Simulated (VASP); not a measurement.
Write the native input for VASP 6.6.1 that does the following.

```yaml
Task: single point
Functional: PBE
Potentials_or_basis: VASP PAW PBE potentials, release 64 (Si, Ru_pv)
Cutoff: 520 eV
k_mesh: 10 × 10 × 10
Occupations: gaussian, width 0.1 eV
Spin: no spin polarisation
Dipole_correction: no
Further_INCAR_settings: ALGO = Normal; EDIFF = 1e-06; NBANDS = 26
```

The structure of Si5Ru lies in POSCAR:

```
Si5Ru
1.0
    0.0000000000      3.5103704709      3.5103704709
    3.5103704709      0.0000000000      3.5103704709
    3.5103704709      3.5103704709      0.0000000000
Si Ru
5 1
Direct
    0.1240396462      0.1240396462      0.6278810614
    0.1240396462      0.6278810614      0.1240396462
    0.7500000000      0.7500000000      0.7500000000
    0.1240396462      0.1240396462      0.1240396462
    0.6278810614      0.1240396462      0.1240396462
    0.5000000000      0.5000000000      0.5000000000
```

The cell was built from a structure type or drawn by symmetry, and may not be a known phase.

The input as run:

INCAR

```
  PREC = Accurate
  ENCUT = 520
  EDIFF = 1E-6
  ISMEAR = 0
  SIGMA = 0.1
  LREAL = F
  LASPH = T
  NELM = 100
  ALGO = Normal
  ISIF = 2
  LWAVE = F
  LCHARG = T
  GGA = PE
  LELF = T
  LVHAR = T
  NBANDS = 26
```

KPOINTS

```
Automatic mesh
0
Gamma
  10 10 10
```

Potentials or basis: VASP PAW PBE potentials, release 64 (Si, Ru_pv).

The run is started by

```sh
$ cat potpaw_PBE.64/Si/POTCAR potpaw_PBE.64/Ru_pv/POTCAR > POTCAR
$ mpirun -np 1 vasp_std > vasp.out
```

Results of the run:

```yaml
Pressure: -0.1 GPa
Band_gap_on_the_k_mesh: zero (bands 17 and 18 overlap by 0.53 eV)
```

It took 3.4 min on 1 thread of Intel Xeon 8259CL, with other jobs on the host, peak memory 0.28 GiB.
